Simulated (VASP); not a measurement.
Crystal: TePb.

```
Pb Te
1.0
     0.00000    3.64149    3.64149
     3.64149    0.00000    3.64149
     3.64149    3.64149    0.00000
Pb Te
1 1
Cartesian
  0.0000 0.0000 0.0000
  1.8207 1.8207 1.8207
```

Base run:

```yaml
Program: VASP 6.6.1
Functional: PBE-based global hybrid
Potentials_or_basis: VASP PAW PBE potentials, release 64 (Pb_d, Te)
Cutoff: 520 eV
k_mesh: 4 × 4 × 4
Occupations: gaussian, width 0.01 eV
Spin: no spin polarisation
```

Its results: band gap on the k mesh 2.25 eV, indirect (least direct gap 2.98 eV); pressure -0.6 GPa.

After a change of settings the same cell gave: band gap on the k mesh 1.50 eV, indirect (least direct gap 2.21 eV); pressure -0.4 GPa. Which change was it?
A. functional from PBE-based global hybrid to PBE-based screened hybrid; share of exact exchange from 0.4 to 0.35
B. functional from PBE-based global hybrid to PBE; cutoff from 520 eV to 500 eV; k mesh from 4 × 4 × 4 to 3 × 3 × 3
C. functional from PBE-based global hybrid to PBE; cutoff from 520 eV to 500 eV; k mesh from 4 × 4 × 4 to 2 × 2 × 2
D. functional from PBE-based global hybrid to PBE; cutoff from 520 eV to 500 eV; occupations from gaussian, width 0.01 eV to methfessel-paxton, width 0.001 eV

A.

Caveats: the PAW data sets were made with another functional, which shifts forces and pressure a little; spin-orbit coupling is left out, which moves the levels of the heavy elements.
